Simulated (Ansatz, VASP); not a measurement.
HfN: VASP beside Ansatz

```
CELL_PARAMETERS angstrom
0.00000 2.33074 2.21705
2.33074 0.00000 2.21705
2.33074 2.33074 0.00000
ATOMIC_POSITIONS crystal
Hf 0.00000 0.00000 0.00000
N 0.50000 0.50000 0.50000
```

Change from the starting cell: strain +0.025 along x and y, -0.025 along z, atoms carried along.

Alike in both runs: task single point; functional PBE; k mesh 22 × 22 × 22; occupations gaussian, width 0.15 eV; no spin polarisation.

```csv
,VASP,Ansatz
version,VASP 6.6.1,Ansatz 0.2.0
potentials or method,"VASP PAW PBE potentials, release 64 (Hf_pv, N), cutoff 520 eV","scalar-relativistic, plane waves, PAW"
valence electrons in the cell,15,31
```

Ansatz gave:

```
gap on the k mesh at the Fermi level (eV)                     : none
pressure (GPa)                                                : -4.5
traceless stress, the component that is largest in VASP (GPa) : 14.85
```

**Question.** What did VASP give for the same quantities?

**Answer.** gap on the k mesh at the Fermi level (eV): none; pressure (GPa): -6.8; traceless stress, the component that is largest in VASP (GPa): 14.65.

A gap of «none» marks a metal or a gap that the smearing closes. VASP's potentials hold 15 valence electrons a cell and Ansatz's 31, so a difference there can come from the potentials and not from the codes.

Spin-orbit coupling is off throughout.
